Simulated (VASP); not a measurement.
The system is Os.

```
Os
1.0
     2.69349    0.00000    0.00000
    -1.34675    2.33263    0.00000
     0.00000    0.00000    4.26555
Os
2
Direct
  0.33333 0.66667 0.25000
  0.66667 0.33333 0.75000
```

Base run:

| Property | Result |
| --- | --- |
| Program | VASP 6.6.1 |
| Functional | LDA |
| Potentials or basis | VASP PAW LDA potentials, release 64 (Os) |
| Cutoff | 520 eV |
| k mesh | 9 × 9 × 5 |
| Occupations | fermi-dirac, width 0.05 eV |
| Spin | no spin polarisation |

Its results: band gap on the k mesh zero (band 8 reaches 12.24 eV, above the bottom of band 9 at 8.13 eV); pressure 11.3 GPa.

Q: The run is repeated on the same cell with these changes: potentials or basis from VASP PAW LDA potentials, release 64 (Os) to VASP PAW LDA potentials, release 64 (Os_sv_GW); cutoff from 520 eV to 500 eV; further incar settings from ALGO = Normal; EDIFF = 1e-06; NBANDS = 15 to ALGO = Normal; EDIFF = 1e-06; NBANDS = 23; valence electrons from 16 to 32. What comes out?

A: Band gap on the k mesh zero (band 16 reaches 16.56 eV, above the bottom of band 17 at 12.44 eV); pressure 9.4 GPa.

Caveats: spin-orbit coupling is left out, which moves the levels of the heavy elements.
